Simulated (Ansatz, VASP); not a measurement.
Two plane-wave programs on Rh

```
Rh
1.0
    -0.09575    1.96618    1.91505
     1.96618   -0.09575    1.91505
     1.87043    1.87043    0.00000
Rh
1
Cartesian
  0.0000 0.0000 0.0000
```

Change from the starting cell: engineering shear strain xy -0.1000, equal normal strain along x and y +0.0267.

Alike in both runs: task single point; functional PBE; k mesh 20 × 20 × 20; occupations gaussian, width 0.15 eV; no spin polarisation.

|  | VASP | Ansatz |
| --- | --- | --- |
| version | VASP 6.6.1 | Ansatz 0.2.0 |
| potentials or method | VASP PAW PBE potentials, release 64 (Rh_pv), cutoff 520 eV | scalar-relativistic, plane waves, PAW |
| valence electrons in the cell | 15 | 17 |

```csv
,VASP,Ansatz,Ansatz less VASP
gap on the k mesh at the Fermi level (eV),none,none,-
pressure (GPa),-9.2,-9.1,+0.13
"traceless stress, the component that is largest in VASP (GPa)",13.02,13.00,-0.012
```

A gap of «none» marks a metal or a gap that the smearing closes. With one functional, cell and mesh, what is left measures potentials, basis and numerics. VASP's potentials hold 15 valence electrons a cell and Ansatz's 17, so a difference there can come from the potentials and not from the codes.
